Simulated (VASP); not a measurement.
# In (Im-3m) in VASP: notebook, part 2 of 2

VASP 6.6.1. The steps go on from the part before.

### 5 Relaxation of cell and atoms, LDA, target pressure 90 GPa, at which the enthalpy is minimised

File INCAR:

```
  PREC = Accurate
  ENCUT = 600
  EDIFF = 1E-6
  ISMEAR = -1
  SIGMA = 0.1
  LREAL = False
  LASPH = True
  NELM = 100
  ALGO = Normal
  ISIF = 3
  LWAVE = False
  LCHARG = False
  IBRION = 2
  NSW = 60
  EDIFFG = -0.005
  PSTRESS = 900.0
```

File KPOINTS:

```
regular mesh
0
Gamma
  17 17 17
```

File POSCAR:

```
In
1.0
   -1.5533484685      1.5533484685      1.5533484685
    1.5533484685     -1.5533484685      1.5533484685
    1.5533484685      1.5533484685     -1.5533484685
In
1
Direct
    0.0000000000      0.0000000000      0.0000000000
```

Potentials or basis: VASP PAW LDA potentials, release 64 (In_d).

Launch:

```console
cat potpaw_LDA.64/In_d/POTCAR > POTCAR
mpirun -np 1 vasp_std > vasp.out
```

OUTCAR:

```text
PREC = Accurate
   ENCUT = 600
   EDIFF = 1E-6
   ISMEAR = -1
   LREAL = False
   LASPH = True
   NELM = 100
   ISIF = 3
   IBRION = 2
   NSW = 60
   EDIFFG = -0.005
   PSTRESS = 900.0

 ion  position               nearest neighbor table
   1  0.000  0.000  0.000-

  LATTYP: Found a body centered cubic cell.
 ALAT       =     3.1066969370

  Lattice vectors:

 A1 = (  -1.5533484685,   1.5533484685,   1.5533484685)
 A2 = (   1.5533484685,  -1.5533484685,   1.5533484685)
 A3 = (   1.5533484685,   1.5533484685,  -1.5533484685)

Analysis of symmetry for initial positions (statically):
=====================================================================
 Subroutine PRICEL returns:
 Original cell was already a primitive cell.

 Routine SETGRP: Setting up the symmetry group for a
 body centered cubic supercell.

 Subroutine GETGRP returns: Found 48 space group operations
 (whereof 48 operations were pure point group operations)
 out of a pool of 48 trial point group operations.

The static configuration has the point symmetry O_h .

Analysis of symmetry for dynamics (positions and initial velocities):
=====================================================================
 Subroutine PRICEL returns:
 Original cell was already a primitive cell.

 Routine SETGRP: Setting up the symmetry group for a
 body centered cubic supercell.

 Subroutine GETGRP returns: Found 48 space group operations
 (whereof 48 operations were pure point group operations)
 out of a pool of 48 trial point group operations.

The dynamic configuration has the point symmetry O_h .

 Subroutine INISYM returns: Found 48 space group operations
 (whereof 48 operations are pure point group operations),
 and found     1 'primitive' translations

----------------------------------------------------------------------------------------

                                     Primitive cell

  volume of cell :      14.9922

  direct lattice vectors                    reciprocal lattice vectors
    -1.553348469  1.553348469  1.553348469     0.000000000  0.321885276  0.321885276
     1.553348469 -1.553348469  1.553348469     0.321885276  0.000000000  0.321885276
     1.553348469  1.553348469 -1.553348469     0.321885276  0.321885276  0.000000000

  length of vectors
     2.690478469  2.690478469  2.690478469     0.455214522  0.455214522  0.455214522

  position of ions in fractional coordinates (direct lattice)
     0.000000000  0.000000000  0.000000000

  ion indices of the primitive-cell ions
   primitive index   ion index
                 1           1

----------------------------------------------------------------------------------------

 KPOINTS: regular mesh

Automatic generation of k-mesh.
 Grid dimensions read from file:
 generate k-points for:   17   17   17

 Generating k-lattice:

  Cartesian coordinates                     Fractional coordinates (reciprocal lattice)
     0.000000000  0.018934428  0.018934428     0.058823529  0.000000000  0.000000000
     0.018934428  0.000000000  0.018934428     0.000000000  0.058823529  0.000000000
     0.018934428  0.018934428  0.000000000     0.000000000  0.000000000  0.058823529

  Length of vectors
[... 41 lines left out ...]
   dimension x,y,z NGXF=    48 NGYF=   48 NGZF=   48
   ions per type =               1
   NGX,Y,Z   is equivalent  to a cutoff of  14.83, 14.83, 14.83 a.u.
   NGXF,Y,Z  is equivalent  to a cutoff of  29.66, 29.66, 29.66 a.u.
 SYSTEM =  unknown system
   PREC   = accura    normal or accurate (medium, high low for compatibility)
   ISTART =      0    job   : 0-new  1-cont  2-samecut
   ICHARG =      2    charge: 1-file 2-atom 10-const
   ISPIN  =      1    spin polarized calculation?
   LNONCOLLINEAR =      F non collinear calculations
   LSORBIT =      F    spin-orbit coupling
   LASPH  =      T    aspherical Exc in radial PAW
   ENCUT  =  600.0 eV  44.10 Ry    6.64 a.u.   5.37  5.37  5.37*2*pi/ulx,y,z
   NELM   =    100;   NELMIN=  2; NELMDL= -5     # of ELM steps
   EDIFF  = 0.1E-05   stopping-criterion for ELM
   LREAL  =      F    real-space projection
   EDIFFG = -.5E-02   stopping-criterion for IOM
   NSW    =     60    number of steps for IOM
   IBRION =      2    ionic relax: 0-MD 1-quasi-New 2-CG
   NFREE  =      1    steps in history (QN), initial steepest desc. (CG)
   ISIF   =      3    stress and relaxation
   ISYM   =      2    0-nonsym 1-usesym 2-fastsym
   POTIM  = 0.5000    time-step for ionic-motion
   TEBEG  =    0.0;   TEEND  =   0.0 temperature during run
   PSTRESS=  900.0 pullay stress
   NELECT =      13.0000    total number of electrons
   NUPDOWN=      -1.0000    fix difference up-down
   EMIN   =  10.00;   EMAX   =-10.00  energy-range for DOS
   EFERMI =   0.00;   METHOD = LEGACY
   ISMEAR =    -1;   SIGMA  =   0.10  broadening in eV -4-tet -1-fermi 0-gaus
   EFERMI_NEDOS =   21; number of points for ismear=-14 and -15
   IALGO  =     38    algorithm
   IMIX   =      4    mixing-type and parameters
     AMIX     =   0.40;   BMIX     =  1.00
     AMIX_MAG =   1.60;   BMIX_MAG =  1.00
  volume/ion in A,a.u.               =      14.99       101.17
  Fermi-wavevector in a.u.,A,eV,Ry     =   1.561111  2.950072 33.158308  2.437067
  Thomas-Fermi vector in A             =   2.664224
   LORBIT       =      0    0 simple, 1 ext, 2 COOP (PROOUT), +10 PAW based schemes
   GGA     = CA    functional components
   LHFCALC =     F    Hartree Fock is set to
   AEXX    =    0.0000 exact exchange contribution
   IVDW    =     0    specifies the selected vdW correction
   LEPSILON=     F    determine dielectric tensor
   LRPA    =     F    only Hartree local field effects (RPA)
 conjugate gradient relaxation of ions
 non-spin polarized calculation
  energy-cutoff  :      600.00
  volume of cell :       14.99
 maximum number of plane-waves:       531
 NGX is ok and might be reduce to    24
   NGX = 11   NGY = 11   NGZ = 11

--------------------------------------- Ionic step        1  -------------------------------------------

 number of electron      12.9999999 magnetization

 Free energy of the ion-electron system (eV)
  ---------------------------------------------------
  ext. energy  EPLUGINS =         0.00000000
  ---------------------------------------------------
  free energy    TOTEN  =        -1.50745728 eV

  energy without entropy =       -1.49424753  energy(sigma->0) =       -1.50085240

------------------------ aborting loop because EDIFF is reached ----------------------------------------

  FORCE on cell =-STRESS in cart. coord.  units (eV):
  Direction    XX          YY          ZZ          XY          YZ          ZX
  --------------------------------------------------------------------------------------
  -------------------------------------------------------------------------------------
  Total        8.5638735      8.5638735      8.5638735      0.0000000      0.0000000     -0.0000000
  in kB      915.1960840    915.1960840    915.1960840      0.0000000      0.0000000     -0.0000000
  external PRESSURE =      15.1960840 kB  Pullay stress =     900.0000000 kB
[... 61 lines left out ...]
--------------------------------------- Ionic step        3  -------------------------------------------

 number of electron      13.0000000 magnetization

 Free energy of the ion-electron system (eV)
  ---------------------------------------------------
  ext. energy  EPLUGINS =         0.00000000
  ---------------------------------------------------
  free energy    TOTEN  =        -1.53977443 eV

  energy without entropy =       -1.52654938  energy(sigma->0) =       -1.53316190

 E-fermi :  16.0393     XC(G=0): -13.4530

 val. band max:       16.0294426851   @ k =  -0.4118  -0.4706   0.2941
 cond. band min:      16.0763529002   @ k =  -0.2941  -0.4706   0.0588
 fundamental gap:      0.0469102151
 Fermi energy:        16.0393063275

 k-point     1 :       0.0000    0.0000    0.0000
  band No.  band energies     occupation
      1      -0.4060      2.00000
      2      -0.4060      2.00000
      3      -0.4060      2.00000
      4       0.6118      2.00000
      5       0.6118      2.00000
      6       1.1334      2.00000
      7      29.7695      0.00000
      8      29.7695      0.00000
      9      29.7695      0.00000
     10      34.5053      0.00000
[... 287 lines left out ...]
 k-point    24 :       0.1765    0.1765    0.0000
  band No.  band energies     occupation
      1      -0.6924      2.00000
      2      -0.4545      2.00000
      3       0.3437      2.00000
      4       0.4084      2.00000
      5       0.6707      2.00000
      6       4.8290      2.00000
      7      21.3986      0.00000
      8      21.7282      0.00000
      9      26.4262      0.00000
     10      30.7279      0.00000

 [... further k-points ...]

------------------------ aborting loop because EDIFF is reached ----------------------------------------

  FORCE on cell =-STRESS in cart. coord.  units (eV):
  Direction    XX          YY          ZZ          XY          YZ          ZX
  --------------------------------------------------------------------------------------
  -------------------------------------------------------------------------------------
  Total        8.4555133      8.4555133      8.4555133      0.0000000      0.0000000      0.0000000
  in kB      900.1916729    900.1916729    900.1916729      0.0000000      0.0000000      0.0000000
  external PRESSURE =       0.1916729 kB  Pullay stress =     900.0000000 kB
[... 20 lines left out ...]
  energy  without entropy=       -1.5265493754  energy(sigma->0) =       -1.53316190

  enthalpy is  TOTEN    =         6.9139384379 eV   P V=        8.4537128701

 reached required accuracy - stopping structural energy minimisation
```

OSZICAR:

```text
N       E                     dE             d eps       ncg     rms          rms(c)
DAV:   1     0.738840985224E+02    0.73884E+02   -0.72234E+03  3318   0.218E+03
DAV:   2     0.555810502240E+00   -0.73328E+02   -0.71586E+02  3354   0.315E+02
DAV:   3    -0.162352717771E+01   -0.21793E+01   -0.21646E+01  3716   0.644E+01
DAV:   4    -0.166622735762E+01   -0.42700E-01   -0.42680E-01  4040   0.825E+00
[... 20 lines left out ...]
DAV:   3    -0.154008120605E+01    0.51512E-02   -0.14482E-02  4930   0.363E+00    0.147E-01
DAV:   4    -0.153978405407E+01    0.29715E-03   -0.49571E-04  3772   0.265E-01    0.557E-02
DAV:   5    -0.153977248279E+01    0.11571E-04   -0.28216E-05  4366   0.600E-02    0.333E-02
DAV:   6    -0.153977442352E+01   -0.19407E-05   -0.54782E-06  4396   0.255E-02    0.330E-03
DAV:   7    -0.153977443223E+01   -0.87109E-08   -0.10010E-07  1806   0.379E-03
   3 F= 0.69139384E+01 E0= 0.69205510E+01  d E =-.281637E-03
```

Run time: 2.6 min. Hardware: 1 thread of AMD EPYC 7R13, shared host; peak memory 0.13 GiB.

Results:

```yaml
Free_energy: -1.5398 eV
Relaxed_volume: 15.05 Å³/atom
Relaxed_cell: a = 2.694 Å, b = 2.694 Å, c = 2.694 Å, α = 109.47°, β = 109.47°, γ = 109.47°
Space_group_after_relaxing_to_0.05_Å: Im-3m (No. 229)
Energy_change_on_relaxing_the_enthalpy_is_what_falls: -32.3 meV/atom
Ionic_steps: 3
Pressure_after_relaxing: 90.0 GPa
```

The path:
| step | energy change (eV) | largest force (eV/Å) | pressure (GPa) | volume (Å³) |
| --- | --- | --- | --- | --- |
| 1 | 0.0000 | 0.0000 | 91.52 | 14.99 |
| 2 | -0.1695 | 0.0000 | 83.44 | 15.30 |
| 3 | -0.0323 | 0.0000 | 90.02 | 15.05 |

Final structure:
```
CELL_PARAMETERS angstrom
-1.55532 1.55532 1.55532
1.55532 -1.55532 1.55532
1.55532 1.55532 -1.55532
ATOMIC_POSITIONS crystal
In 0.00000 0.00000 0.00000
```

Levels at points of the mesh, in eV from the Fermi level:
```tsv
k point	band 3	band 4	band 5	band 6	band 7	band 8	band 9	band 10
(0.00, 0.00, 0.00)	-16.45	-15.43	-15.43	-14.91	13.73	13.73	13.73	18.47
```

Caveat: the cell is relaxed towards a set pressure, so the enthalpy falls and the energy may rise; spin-orbit coupling is left out, which moves the levels of the heavy elements.

### 6 Overview

| task | cell | cutoff (eV) | gap on the mesh (eV) | pressure (GPa) |
| --- | --- | --- | --- | --- |
| single point | a = 2.692 Å, angles 109.5°, 1 atom | 520 | none | 90.9 |
| single point | a = 3.185 Å, angles 109.5°, 1 atom | 520 | none | 0.0 |
| relaxation of cell and atoms | relaxed to 90 GPa from a = 2.690 Å, angles 109.5°, 1 atom | 600 | none | 90.0 |

Alike in all rows: level LDA; potentials or basis VASP PAW LDA potentials, release 64 (In_d); no spin polarisation; k mesh 17 × 17 × 17; smearing fermi-dirac 0.1 eV.

Caveats: spin-orbit coupling is left out, which moves the levels of the heavy elements; the cell is relaxed towards a set pressure, so the enthalpy falls and the energy may rise (some runs).

Absolute energies hang on the potentials; compare differences alone.
